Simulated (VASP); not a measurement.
Pt: single point with LDA

Crystal: Pt.

```xyz
1
Lattice="0.0000 1.9472 1.9472 1.9472 0.0000 1.9472 1.9472 1.9472 0.0000" Properties=species:S:1:pos:R:3 pbc="T T T"
Pt    0.0000    0.0000    0.0000
```

```json
{"Program": "VASP 6.6.1", "Task": "single point", "Functional": "LDA", "Potentials or basis": "VASP PAW LDA potentials, release 64 (Pt)", "Cutoff": "520 eV", "k mesh": "12 × 12 × 12", "Occupations": "fermi-dirac, width 0.05 eV", "Spin": "no spin polarisation"}
```

The pressure is 0.8 GPa and the band gap on the k mesh is zero (band 5 reaches 12.08 eV, above the bottom of band 6 at 9.77 eV).

Levels at points of the mesh, in eV from the Fermi level:
```
           k point  band 1  band 2  band 3  band 4  band 5  band 6  band 7  band 8  band 9  band 10
(0.00, 0.00, 0.00)  -10.51   -3.97   -3.97   -3.97   -1.70   -1.70   14.53   19.57   19.57    19.57
(0.50, 0.00, 0.00)   -7.61   -4.03   -4.03   -0.59    0.03    0.03    5.97   14.10   19.01    19.01
(0.50, 0.50, 0.00)   -7.36   -6.90    0.02    0.50    0.50    1.70    9.08   11.38   11.38    20.44
```

Wall time 5.8 s on 1 thread of Intel(R) Xeon(R) Platinum 8488C (Sapphire Rapids) (shared host), peak memory 0.12 GiB.

Caveat: spin-orbit coupling is left out, which moves the levels of the heavy elements.
